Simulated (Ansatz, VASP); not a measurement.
# One calculation of Ru, two programs

```
CELL_PARAMETERS angstrom
2.71479 0.00000 0.00000
-1.35739 2.35108 0.00000
0.00000 0.00000 4.29613
ATOMIC_POSITIONS crystal
Ru 0.33333 0.66667 0.25000
Ru 0.66667 0.33333 0.75000
```

Change from the starting cell: volume scaled by 1.01, crystal datasets.

Alike in both runs: task electric field gradients; functional PBEsol; k mesh 14 × 14 × 8; occupations fermi-dirac, width 0.03 eV; no spin polarisation.

|  | VASP | Ansatz |
| --- | --- | --- |
| version | VASP 6.6.1 | Ansatz 0.2.0 |
| potentials or method | VASP PAW PBE potentials, release 64 (Ru_pv), cutoff 520 eV | all-electron PAW with datasets made for the crystal, scalar-relativistic |

Ansatz gave:

* pressure (GPa): -9.4
* traceless stress, the component that is largest in VASP (GPa): -1.50
* size of Vzz on the site where it differs most (V/Å²): 10.4

Task: Which values does VASP return?

Result: Pressure (GPa): -9.4; traceless stress, the component that is largest in VASP (GPa): -1.46; size of Vzz on the site where it differs most (V/Å²): 13.1.

VASP's potentials were made for PBE, not for PBEsol. Ansatz ran all-electron here, and VASP with PAW potentials.
